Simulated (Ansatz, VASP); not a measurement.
**S: VASP beside Ansatz**

```
S
1.0
     5.79905    0.00000    0.00000
     0.00000    5.79905    0.00000
     0.00000    0.00000    4.64640
S
4
Direct
  0.32562 0.50000 0.50000
  0.67438 0.50000 0.50000
  0.50000 0.32562 0.00000
  0.50000 0.67438 0.00000
```

Alike in both runs: task relaxation of cell and atoms; functional PBE; k mesh 6 × 6 × 8; occupations gaussian, width 0.01 eV; no spin polarisation.

```csv
,VASP,Ansatz
version,VASP 6.6.1,Ansatz 0.2.0
potentials or method,"VASP PAW PBE potentials, release 64 (S), cutoff 600 eV","scalar-relativistic, plane waves, PAW"
valence electrons in the cell,24,24
```

VASP gave:

```
gap on the k mesh at the Fermi level, each at its own relaxed structure (eV)  : none
relaxed volume (Å³/atom)                                                      : 35.75
relaxed length of the cell vector where the two differ most in proportion (Å) : 5.451
```

Which values does Ansatz return?

gap on the k mesh at the Fermi level, each at its own relaxed structure (eV): none; relaxed volume (Å³/atom): 35.53; relaxed length of the cell vector where the two differ most in proportion (Å): 5.436.

A gap of «none» marks a metal or a gap that the smearing closes.
